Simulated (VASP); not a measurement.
Ag:

```
Ag
1.0
     2.92230    0.00000    0.00000
    -1.46115    2.53079    0.00000
     0.00000    0.00000    4.70166
Ag
2
Direct
  0.33333 0.66667 0.25000
  0.66667 0.33333 0.75000
```

Base run:

| Property | Result |
| --- | --- |
| Program | VASP 6.6.1 |
| Functional | PBE |
| Potentials or basis | VASP PAW PBE potentials, release 64 (Ag) |
| Cutoff | 520 eV |
| k mesh | 7 × 7 × 4 |
| Occupations | gaussian, width 0.1 eV |
| Spin | no spin polarisation |

Its results: band gap on the k mesh zero (band 11 reaches 10.60 eV, above the bottom of band 12 at 4.75 eV); pressure 2.2 GPa.

**Question.** After a change of settings the same cell gave: band gap on the k mesh zero (band 11 reaches 8.17 eV, above the bottom of band 12 at 7.93 eV); pressure 9.6 GPa. Which change was it?
A. k mesh from 7 × 7 × 4 to 3 × 3 × 1
B. k mesh from 7 × 7 × 4 to 6 × 6 × 4
C. k mesh from 7 × 7 × 4 to 2 × 2 × 1; further incar settings from ALGO = Normal; EDIFF = 1e-06; NBANDS = 18 to ALGO = Fast; EDIFF = 1e-07; NBANDS = 18
D. cutoff from 520 eV to 500 eV; k mesh from 7 × 7 × 4 to 1 × 6 × 1; further incar settings from ALGO = Normal; EDIFF = 1e-06; NBANDS = 18 to ALGO = Normal; EDIFF = 1e-06; NBANDS = 18; ISYM = 0

**Answer.** C.

Caveats: some runs use coarse meshes.
